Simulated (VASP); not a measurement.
# Cd (C2/c) in VASP: notebook, part 2 of 2

VASP 6.6.1. The steps go on from the part before.

### Step 4. Single point, BLYP

This run uses another cell than the first one, of 29.57 Å³/atom.

The input, INCAR:

```
AGGAC = 1.0
AGGAX = 1.0
ALDAC = 0.0
ALDAX = 1.0
ALGO = Normal
EDIFF = 1E-6
ENCUT = 520
GGA = B5
ISIF = 2
ISMEAR = -1
ISYM = 0
LASPH = T
LCHARG = F
LREAL = F
LWAVE = F
NBANDS = 19
NELM = 60
PREC = Accurate
SIGMA = 0.1
```

The input, KPOINTS:

```
k-points
0
Gamma
  12 12 8
```

The input, POSCAR:

```
Cd
1.0
   -3.1609076447      3.0585834192      1.5835363596
    3.0585834192     -3.1609076447      1.5835363596
    3.0597429704      3.0597429704     -1.7709433661
Cd
2
Direct
    0.9967861260      0.0032138740      1.0000000000
    0.7532138740      0.2467861260      0.5000000000
```

Potentials or basis: VASP PAW PBE potentials, release 64 (Cd).

Command:

```bash
$ cat potpaw_PBE.64/Cd/POTCAR > POTCAR
$ mpirun -np 1 vasp_std > vasp.out
```

OUTCAR:

```text
EDIFF = 1E-6
   ENCUT = 520
   GGA = B5
   ISIF = 2
   ISMEAR = -1
   ISYM = 0
   LASPH = T
   LREAL = F
   NELM = 60
   PREC = Accurate

 ion  position               nearest neighbor table
   1  0.997  0.003  0.000-   2 3.15   2 3.15   2 3.17   2 3.17   2 3.72   2 3.72
   2  0.753  0.247  0.500-   1 3.15   1 3.15   1 3.17   1 3.17   1 3.72   1 3.72

IMPORTANT INFORMATION: All symmetrisations will be switched off!
NOSYMM: (Re-)initialisation of all symmetry stuff for point group C_1.

----------------------------------------------------------------------------------------

                                     Primitive cell

  volume of cell :      59.1425

  direct lattice vectors                    reciprocal lattice vectors
    -3.160907645  3.058583419  1.583536360     0.012724762  0.173509622  0.321765990
     3.058583419 -3.160907645  1.583536360     0.173509622  0.012724762  0.321765990
     3.059742970  3.059742970 -1.770943366     0.166526453  0.166526453  0.010760530

  length of vectors
     4.674810913  4.674810913  4.675499385     0.365788000  0.365788000  0.235749673

  position of ions in fractional coordinates (direct lattice)
     0.996786126  0.003213874  1.000000000
     0.753213874  0.246786126  0.500000000

  ion indices of the primitive-cell ions
   primitive index   ion index
                 1           1
                 2           2

----------------------------------------------------------------------------------------

 KPOINTS: k-points

Automatic generation of k-mesh.
 Grid dimensions read from file:
 generate k-points for:   12   12    8

 Generating k-lattice:

  Cartesian coordinates                     Fractional coordinates (reciprocal lattice)
     0.001060397  0.014459135  0.026813833     0.083333333  0.000000000  0.000000000
     0.014459135  0.001060397  0.026813833     0.000000000  0.083333333  0.000000000
[... 73 lines left out ...]
   ISMEAR =    -1;   SIGMA  =   0.10  broadening in eV -4-tet -1-fermi 0-gaus
   EFERMI_NEDOS =   21; number of points for ismear=-14 and -15
   IALGO  =     38    algorithm
   IMIX   =      4    mixing-type and parameters
     AMIX     =   0.40;   BMIX     =  1.00
     AMIX_MAG =   1.60;   BMIX_MAG =  1.00
  volume/ion in A,a.u.               =      29.57       199.56
  Fermi-wavevector in a.u.,A,eV,Ry     =   1.212026  2.290398 19.987062  1.469008
  Thomas-Fermi vector in A             =   2.347523
   LORBIT       =      0    0 simple, 1 ext, 2 COOP (PROOUT), +10 PAW based schemes
   GGA     = B5    functional components
   LHFCALC =     F    Hartree Fock is set to
   AEXX    =    0.0000 exact exchange contribution
   IVDW    =     0    specifies the selected vdW correction
   LEPSILON=     F    determine dielectric tensor
   LRPA    =     F    only Hartree local field effects (RPA)
 non-spin polarized calculation
  energy-cutoff  :      520.00
  volume of cell :       59.14
 maximum number of plane-waves:      1609
   NGX = 17   NGY = 17   NGZ = 17

 number of electron      24.0000003 magnetization

 Free energy of the ion-electron system (eV)
  ---------------------------------------------------
  ext. energy  EPLUGINS =         0.00000000
  ---------------------------------------------------
  free energy    TOTEN  =        -0.30813464 eV

  energy without entropy =       -0.28389087  energy(sigma->0) =       -0.29601275

 E-fermi :   1.4041     XC(G=0):  -8.8542

 val. band max:        1.4014399177   @ k =   0.4167  -0.0000   0.2500
 cond. band min:       1.4364000784   @ k =  -0.4167   0.5000   0.2500
 fundamental gap:      0.0349601607
 Fermi energy:         1.4041125960

 k-point     1 :       0.0000    0.0000    0.0000
  band No.  band energies     occupation
      1      -7.6579      2.00000
      2      -7.5428      2.00000
      3      -7.5371      2.00000
      4      -7.5291      2.00000
      5      -6.9439      2.00000
      6      -6.9414      2.00000
[... 505 lines left out ...]
      6      -7.1292      2.00000
[... 11 lines left out ...]
     18      10.0598      0.00000
     19      11.8346      0.00000

 [... further k-points ...]

------------------------ aborting loop because EDIFF is reached ----------------------------------------

  FORCE on cell =-STRESS in cart. coord.  units (eV):
  Direction    XX          YY          ZZ          XY          YZ          ZX
  --------------------------------------------------------------------------------------
  -------------------------------------------------------------------------------------
  Total        0.0396436      0.0396423      0.0470731     -0.0025554      0.0004218      0.0004216
  in kB        1.0739498      1.0739138      1.2752152     -0.0692270      0.0114261      0.0114218
  external PRESSURE =       1.1410263 kB  Pullay stress =       0.0000000 kB

 VOLUME and BASIS-vectors are now :
 -----------------------------------------------------------------------------
  energy-cutoff  :      520.00
  volume of cell :       59.14
      direct lattice vectors                 reciprocal lattice vectors
    -3.160907645  3.058583419  1.583536360     0.012724762  0.173509622  0.321765990
     3.058583419 -3.160907645  1.583536360     0.173509622  0.012724762  0.321765990
     3.059742970  3.059742970 -1.770943366     0.166526453  0.166526453  0.010760530

 POSITION                                       TOTAL-FORCE (eV/Angst)
 -----------------------------------------------------------------------------------
     -3.14092      3.03859      1.58354         0.002756     -0.002756     -0.000000
     -0.09615      3.05357      0.69806        -0.002756      0.002756      0.000000
 -----------------------------------------------------------------------------------
    total drift:                                0.000002     -0.000002      0.000000

  FREE ENERGIE OF THE ION-ELECTRON SYSTEM (eV)
  ---------------------------------------------------
  free  energy   TOTEN  =        -0.3081346425 eV

  energy  without entropy=       -0.2838908652  energy(sigma->0) =       -0.29601275
```

Wall time 9.6 min (1 thread of Intel Xeon 8259CL, shared host); peak memory 0.61 GiB.

What came out:

```
Free energy            : -0.3081 eV
Pressure               : 0.1 GPa
Largest force          : 0.004 eV/Å
Band gap on the k mesh : zero (bands 12 and 13 overlap by 3.84 eV)
```

Forces on the atoms (eV/Å):
```
Cd   0.003 -0.003  0.000
Cd  -0.003  0.003  0.000
```

Caveat: the PAW data sets were made with another functional, which shifts forces and pressure a little.

### Step 5. Single point, BLYP (33.12 Å³/atom)

This run uses another cell than the first one, of 33.12 Å³/atom.

The input, INCAR:

```
SYSTEM = Cd
  PREC = Accurate
  ENCUT = 520
  EDIFF = 1E-6
  ISMEAR = -1
  SIGMA = 0.1
  LREAL = .False.
  LASPH = .True.
  NELM = 60
  ALGO = Normal
  ISIF = 2
  LWAVE = .False.
  LCHARG = .True.
  GGA = B5
  ALDAX = 1.0
  AGGAX = 1.0
  AGGAC = 1.0
  ALDAC = 0.0
  LELF = .True.
  LVHAR = .True.
  NBANDS = 19
```

The input, KPOINTS:

```
regular mesh
0
Gamma
  13 13 9
  0 0 0
```

The input, POSCAR:

```
Cd
1.0
   -3.2825988603      3.1763352728      1.6445006415
    3.1763352728     -3.2825988603      1.6445006415
    3.1775394654      3.1775394654     -1.8391225966
Cd
2
Direct
    0.9967861260      0.0032138740      1.0000000000
    0.7532138740      0.2467861260      0.5000000000
```

Potentials or basis: VASP PAW PBE potentials, release 64 (Cd).

Command:

```bash
$ cat potpaw_PBE.64/Cd/POTCAR > POTCAR
$ mpirun -np 1 vasp_std > vasp.out
```

OUTCAR:

```text
SYSTEM = Cd
   PREC = Accurate
   ENCUT = 520
   EDIFF = 1E-6
   ISMEAR = -1
   LREAL = .False.
   LASPH = .True.
   NELM = 60
   ISIF = 2
   GGA = B5

 ion  position               nearest neighbor table
   1  0.997  0.003  0.000-   2 3.28   2 3.28   2 3.29   2 3.29
   2  0.753  0.247  0.500-   1 3.28   1 3.28   1 3.29   1 3.29

  Warning from LATTYP: Got some problem with cell dimensions!
  Tried to take original basis but could not verify dimensions!
  LATTYP: Found a base centered monoclinic cell.
 ALAT       =     3.2924327388
 B/A-ratio  =     2.7743352633
 C/A-ratio  =     1.3907774782
 COS(beta)  =    -0.2730082669

  Lattice vectors:

 A1 = (   3.2825988603,  -3.1763352728,  -1.6445006415)
 A2 = (  -3.1763352728,   3.2825988603,  -1.6445006415)
 A3 = (   3.0712758779,   3.0712758779,   1.4498786864)

Analysis of symmetry for initial positions (statically):
=====================================================================
 Subroutine PRICEL returns:
 Original cell was already a primitive cell.

 Routine SETGRP: Setting up the symmetry group for a
 base centered monoclinic supercell.

 Subroutine GETGRP returns: Found  4 space group operations
 (whereof  2 operations were pure point group operations)
 out of a pool of  4 trial point group operations.

The static configuration has the point symmetry C_2 .
 The point group associated with its full space group is C_2h.

Analysis of symmetry for dynamics (positions and initial velocities):
=====================================================================
 Subroutine PRICEL returns:
 Original cell was already a primitive cell.

 Routine SETGRP: Setting up the symmetry group for a
 base centered monoclinic supercell.

 Subroutine GETGRP returns: Found  4 space group operations
 (whereof  2 operations were pure point group operations)
 out of a pool of  4 trial point group operations.

The dynamic configuration has the point symmetry C_2 .
 The point group associated with its full space group is C_2h.

 Subroutine INISYM returns: Found  4 space group operations
 (whereof  2 operations are pure point group operations),
 and found     1 'primitive' translations

----------------------------------------------------------------------------------------

                                     Primitive cell

  volume of cell :      66.2396

  direct lattice vectors                    reciprocal lattice vectors
    -3.282598860  3.176335273  1.644500642     0.012253034  0.167077341  0.309837608
     3.176335273 -3.282598860  1.644500642     0.167077341  0.012253034  0.309837608
     3.177539465  3.177539465 -1.839122597     0.160353050  0.160353050  0.010361620

  length of vectors
     4.854785619  4.854785619  4.855500596     0.352227651  0.352227651  0.227010054

  position of ions in fractional coordinates (direct lattice)
     0.996786126  0.003213874  0.000000000
     0.753213874  0.246786126  0.500000000

  ion indices of the primitive-cell ions
   primitive index   ion index
                 1           1
                 2           2

----------------------------------------------------------------------------------------

 KPOINTS: regular mesh

Automatic generation of k-mesh.
 Grid dimensions read from file:
 generate k-points for:   13   13    9

 Generating k-lattice:

  Cartesian coordinates                     Fractional coordinates (reciprocal lattice)
     0.000942541  0.012852103  0.023833662     0.076923077  0.000000000 -0.000000000
     0.012852103  0.000942541  0.023833662     0.000000000  0.076923077 -0.000000000
     0.017817006  0.017817006  0.001151291    -0.000000000 -0.000000000  0.111111111

  Length of vectors
     0.027094435  0.027094435  0.025223339

  Shift w.r.t. Gamma in fractional coordinates (k-lattice)
     0.000000000  0.000000000  0.000000000

 Subroutine IBZKPT returns following result:
 ===========================================

 Found    413 irreducible k-points:

 Following reciprocal coordinates:
            Coordinates               Weight
  0.000000  0.000000  0.000000      1.000000
  0.076923 -0.000000  0.000000      4.000000
  0.153846  0.000000  0.000000      4.000000
  0.230769  0.000000  0.000000      4.000000
  0.307692  0.000000  0.000000      4.000000
  0.384615 -0.000000  0.000000      4.000000
[... 16 lines left out ...]
  0.384615  0.153846  0.000000      4.000000
  0.461538  0.153846  0.000000      4.000000
 [... further k-points ...]
   k-points           NKPTS =    413   k-points in BZ     NKDIM =    413   number of bands    NBANDS=     19
   number of dos      NEDOS =    301   number of ions     NIONS =      2
   total plane-waves  NPLWV =  46656
   dimension x,y,z NGX =    36 NGY =   36 NGZ =   36
   dimension x,y,z NGXF=    72 NGYF=   72 NGZF=   72
   ions per type =               2
   NGX,Y,Z   is equivalent  to a cutoff of  12.33, 12.33, 12.33 a.u.
   NGXF,Y,Z  is equivalent  to a cutoff of  24.66, 24.66, 24.65 a.u.
 SYSTEM =  Cd
   PREC   = accura    normal or accurate (medium, high low for compatibility)
   ISTART =      0    job   : 0-new  1-cont  2-samecut
   ICHARG =      2    charge: 1-file 2-atom 10-const
   ISPIN  =      1    spin polarized calculation?
   LNONCOLLINEAR =      F non collinear calculations
   LSORBIT =      F    spin-orbit coupling
   LASPH  =      T    aspherical Exc in radial PAW
   ENCUT  =  520.0 eV  38.22 Ry    6.18 a.u.   9.03  9.03  9.03*2*pi/ulx,y,z
   NELM   =     60;   NELMIN=  2; NELMDL= -5     # of ELM steps
   EDIFF  = 0.1E-05   stopping-criterion for ELM
   LREAL  =      F    real-space projection
   EDIFFG = 0.1E-04   stopping-criterion for IOM
   NSW    =      0    number of steps for IOM
   IBRION =     -1    ionic relax: 0-MD 1-quasi-New 2-CG
   NFREE  =      0    steps in history (QN), initial steepest desc. (CG)
   ISIF   =      2    stress and relaxation
   ISYM   =      2    0-nonsym 1-usesym 2-fastsym
   POTIM  = 0.5000    time-step for ionic-motion
   TEBEG  =    0.0;   TEEND  =   0.0 temperature during run
   PSTRESS=    0.0 pullay stress
   NELECT =      24.0000    total number of electrons
   NUPDOWN=      -1.0000    fix difference up-down
   EMIN   =  10.00;   EMAX   =-10.00  energy-range for DOS
   EFERMI =   0.00;   METHOD = LEGACY
   ISMEAR =    -1;   SIGMA  =   0.10  broadening in eV -4-tet -1-fermi 0-gaus
   EFERMI_NEDOS =   21; number of points for ismear=-14 and -15
   IALGO  =     38    algorithm
   IMIX   =      4    mixing-type and parameters
     AMIX     =   0.40;   BMIX     =  1.00
     AMIX_MAG =   1.60;   BMIX_MAG =  1.00
  volume/ion in A,a.u.               =      33.12       223.50
  Fermi-wavevector in a.u.,A,eV,Ry     =   1.167094  2.205489 18.532626  1.362110
  Thomas-Fermi vector in A             =   2.303599
   LORBIT       =      0    0 simple, 1 ext, 2 COOP (PROOUT), +10 PAW based schemes
   GGA     = B5    functional components
   LHFCALC =     F    Hartree Fock is set to
   AEXX    =    0.0000 exact exchange contribution
   IVDW    =     0    specifies the selected vdW correction
   LEPSILON=     F    determine dielectric tensor
   LRPA    =     F    only Hartree local field effects (RPA)
 non-spin polarized calculation
  energy-cutoff  :      520.00
  volume of cell :       66.24
 maximum number of plane-waves:      1807
   NGX = 19   NGY = 19   NGZ = 17

 number of electron      24.0000003 magnetization

 Free energy of the ion-electron system (eV)
  ---------------------------------------------------
  ext. energy  EPLUGINS =         0.00000000
  ---------------------------------------------------
  free energy    TOTEN  =        -0.28143304 eV

  energy without entropy =       -0.25647971  energy(sigma->0) =       -0.26895638

 E-fermi :   0.8850     XC(G=0):  -8.3367

 val. band max:        0.8843567106   @ k =  -0.0769   0.0769   0.0000
 cond. band min:       0.8855534061   @ k =  -0.0769  -0.3846   0.3333
 fundamental gap:      0.0011966955
 Fermi energy:         0.8849753755

 k-point     1 :       0.0000    0.0000    0.0000
  band No.  band energies     occupation
      1      -7.9650      2.00000
      2      -7.8799      2.00000
      3      -7.8626      2.00000
      4      -7.8518      2.00000
      5      -7.4117      2.00000
      6      -7.4094      2.00000
[... 11 lines left out ...]
     18      11.3520      0.00000
     19      11.4683      0.00000
[... 489 lines left out ...]
      3      -7.7439      2.00000
      4      -7.6495      2.00000
      5      -7.5788      2.00000
      6      -7.5373      2.00000
[... 11 lines left out ...]
     18       9.2931      0.00000
     19      10.9048      0.00000

 [... further k-points ...]

------------------------ aborting loop because EDIFF is reached ----------------------------------------

  FORCE on cell =-STRESS in cart. coord.  units (eV):
  Direction    XX          YY          ZZ          XY          YZ          ZX
  --------------------------------------------------------------------------------------
  -------------------------------------------------------------------------------------
  Total       -0.4478622     -0.4478622     -0.5009384      0.0194249      0.0228631      0.0228631
  in kB      -10.8327154    -10.8327154    -12.1165019      0.4698430      0.5530038      0.5530049
  external PRESSURE =     -11.2606442 kB  Pullay stress =       0.0000000 kB

 VOLUME and BASIS-vectors are now :
 -----------------------------------------------------------------------------
  energy-cutoff  :      520.00
  volume of cell :       66.24
      direct lattice vectors                 reciprocal lattice vectors
    -3.282598860  3.176335273  1.644500642     0.012253034  0.167077341  0.309837608
     3.176335273 -3.282598860  1.644500642     0.167077341  0.012253034  0.309837608
     3.177539465  3.177539465 -1.839122597     0.160353050  0.160353050  0.010361620

 POSITION                                       TOTAL-FORCE (eV/Angst)
 -----------------------------------------------------------------------------------
     -3.26184      3.15558      1.64450        -0.000559      0.000559     -0.000000
     -0.09985      3.17113      0.72494         0.000559     -0.000559      0.000000
 -----------------------------------------------------------------------------------
    total drift:                                0.000000     -0.000000      0.000000

  FREE ENERGIE OF THE ION-ELECTRON SYSTEM (eV)
  ---------------------------------------------------
  free  energy   TOTEN  =        -0.2814330373 eV

  energy  without entropy=       -0.2564797140  energy(sigma->0) =       -0.26895638
```

OSZICAR:

```text
N       E                     dE             d eps       ncg     rms          rms(c)
DAV:   1     0.166430608537E+03    0.16643E+03   -0.12433E+04 15814   0.117E+03
DAV:   2     0.396151740609E+01   -0.16247E+03   -0.15653E+03 16339   0.310E+02
DAV:   3    -0.342583737141E+00   -0.43041E+01   -0.42969E+01 17801   0.565E+01
DAV:   4    -0.351817037169E+00   -0.92333E-02   -0.92328E-02 16566   0.263E+00
DAV:   5    -0.351863637792E+00   -0.46601E-04   -0.46601E-04 17149   0.165E-01    0.143E+00
DAV:   6    -0.285144211535E+00    0.66719E-01   -0.19513E-01 16864   0.432E+00    0.116E+00
DAV:   7    -0.281767692170E+00    0.33765E-02   -0.99377E-03 16597   0.724E-01    0.764E-01
DAV:   8    -0.281384285829E+00    0.38341E-03   -0.18187E-03 16564   0.361E-01    0.278E-02
DAV:   9    -0.281423724955E+00   -0.39439E-04   -0.44952E-05 17190   0.463E-02    0.220E-02
DAV:  10    -0.281433137199E+00   -0.94122E-05   -0.12036E-05 16352   0.270E-02    0.218E-03
DAV:  11    -0.281433037324E+00    0.99875E-07   -0.70076E-08  8912   0.243E-03
   1 F= -.28143304E+00 E0= -.26895638E+00  d E =-.249533E-01
```

stdout:

```text
POSCAR found type information on POSCAR Cd
 POSCAR found :  1 types and       2 ions
 scaLAPACK will be used
 -----------------------------------------------------------------------------
|                                                                             |
|                                                                             |
|     You enforced a specific xc type in the INCAR file but a different       |
|     I HOPE YOU KNOW WHAT YOU ARE DOING!                                     |
|                                                                             |
 -----------------------------------------------------------------------------

 LDA part: xc-table for (Slater(with rela. corr.)+VWN5), standard interpolation
 POSCAR, INCAR and KPOINTS ok, starting setup
 FFT: planning ... GRIDC
 FFT: planning ... GRID_SOFT
 FFT: planning ... GRID
 WAVECAR not read
 entering main loop
```

Run time: 4.2 min. Hardware: 1 thread of Intel Xeon Platinum 8488C (Sapphire Rapids), shared host; peak memory 0.52 GiB.

What came out:

```yaml
Free_energy: -0.2814 eV
Pressure: -1.1 GPa
Band_gap_on_the_k_mesh: zero (bands 12 and 13 overlap by 3.13 eV)
```

Stress tensor (GPa, compression positive):
```
-1.08  0.05  0.06
 0.05 -1.08  0.06
 0.06  0.06 -1.21
```

Caveat: the PAW data sets were made with another functional, which shifts forces and pressure a little.

### Step 6. Overview

| cell | k mesh | gap on the mesh (eV) | pressure (GPa) |
| --- | --- | --- | --- |
| a = 4.612, b = 4.612, c = 4.612 Å, angles 98.2, 98.2, 140.4°, 2 atoms | 13 × 13 × 9 | none | 1.0 |
| a = 4.675, b = 4.675, c = 4.675 Å, angles 98.2, 98.2, 140.4°, 2 atoms | 13 × 13 × 9 | none | 0.1 |
| a = 4.675, b = 4.675, c = 4.675 Å, angles 98.2, 98.2, 140.4°, 2 atoms | 12 × 12 × 8 | none | 0.1 |
| a = 4.855, b = 4.855, c = 4.856 Å, angles 98.2, 98.2, 140.4°, 2 atoms | 13 × 13 × 9 | none | -1.1 |

Alike in all rows: task single point; level BLYP; potentials or basis VASP PAW PBE potentials, release 64 (Cd); no spin polarisation; cutoff (eV) 520; smearing fermi-dirac 0.1 eV.

Caveats: the PAW data sets were made with another functional, which shifts forces and pressure a little.

Absolute energies hang on the potentials; compare differences alone.
